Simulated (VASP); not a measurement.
Input of a VASP 6.6.1 run:

File POSCAR:

```
ZnS
1.0
   -3.8109987816      0.0000000000      0.0000000000
   -1.9054993908     -3.3004217586      0.0000000000
   -1.9054993908      0.0000000000     12.4680000000
Zn S
4 4
Direct
    0.0064583333      0.3333333333      0.6537500000
    0.2564583333      0.3333333333      0.1537500000
    0.2147916667      0.6666666667      0.9037500000
    0.4647916667      0.6666666667      0.4037500000
   -0.0897916667      0.3333333333      0.8462500000
    0.1602083333      0.3333333333      0.3462500000
    0.6185416667      0.6666666667      0.0962500000
    0.3685416667      0.6666666667      0.5962500000
```

The input INCAR.step1:

```
PREC     = Accurate       # precision mode
ENCUT    = 520            # plane-wave cutoff, eV
ISMEAR   = 0              # smearing method
SIGMA    = 0.05           # smearing width, eV
LREAL    = False          # projectors in reciprocal space
LASPH    = True           # aspherical terms in the spheres
NELM     = 100            # most SCF steps
ISYM     = 0            
NBANDS   = 46             # bands
GGA      = PE             # functional
ALGO     = Normal         # electronic algorithm
EDIFF    = 1E-4           # SCF threshold, eV
LWAVE    = True           # write WAVECAR
LCHARG   = False          # write CHGCAR
```

File INCAR.step2:

```
PREC     = Accurate       # precision mode
ENCUT    = 520            # plane-wave cutoff, eV
EDIFF    = 1E-7           # SCF threshold, eV
ISMEAR   = 0              # smearing method
SIGMA    = 0.05           # smearing width, eV
LREAL    = False          # projectors in reciprocal space
LASPH    = True           # aspherical terms in the spheres
NELM     = 100            # most SCF steps
ALGO     = Normal         # electronic algorithm
ISIF     = 2              # what is computed and relaxed
LWAVE    = False          # write WAVECAR
LCHARG   = False          # write CHGCAR
METAGGA  = R2SCAN         # meta-GGA
LMIXTAU  = True         
ISYM     = 0            
NBANDS   = 46             # bands
ISTART   = 1
```

Contents of KPOINTS:

```
Automatic mesh
0
Gamma
  7 7 2
```

Potentials or basis: VASP PAW PBE potentials, release 64 (Zn, S).

Run with:

```sh
$ cat potpaw_PBE.64/Zn/POTCAR potpaw_PBE.64/S/POTCAR > POTCAR
$ cp INCAR.step1 INCAR
$ mpirun -np 1 vasp_std > vasp.out
$ cp INCAR.step2 INCAR
$ mpirun -np 1 vasp_std > vasp.out
```

**Question.** What does it give for the band gap on the k mesh?

**Answer.** 2.07 eV.

**Question.** Predict the pressure.

**Answer.** -0.2 GPa.

**Question.** Predict the largest force.

**Answer.** 0.514 eV/Å.

Forces in eV/Å, atoms in the order of the input:
```
Zn  -0.004  0.017  0.136
Zn  -0.003  0.161  0.406
Zn  -0.005 -0.073  0.132
Zn  -0.003  0.028  0.117
S    0.004  0.289 -0.237
S    0.004 -0.028 -0.101
S    0.004 -0.413 -0.305
S    0.004  0.019 -0.149
```

Caveat: the cell differs from its parent crystal (the part above a cut slid along it); the PAW data sets were made with another functional, which shifts forces and pressure a little. A k mesh can miss the band edges.
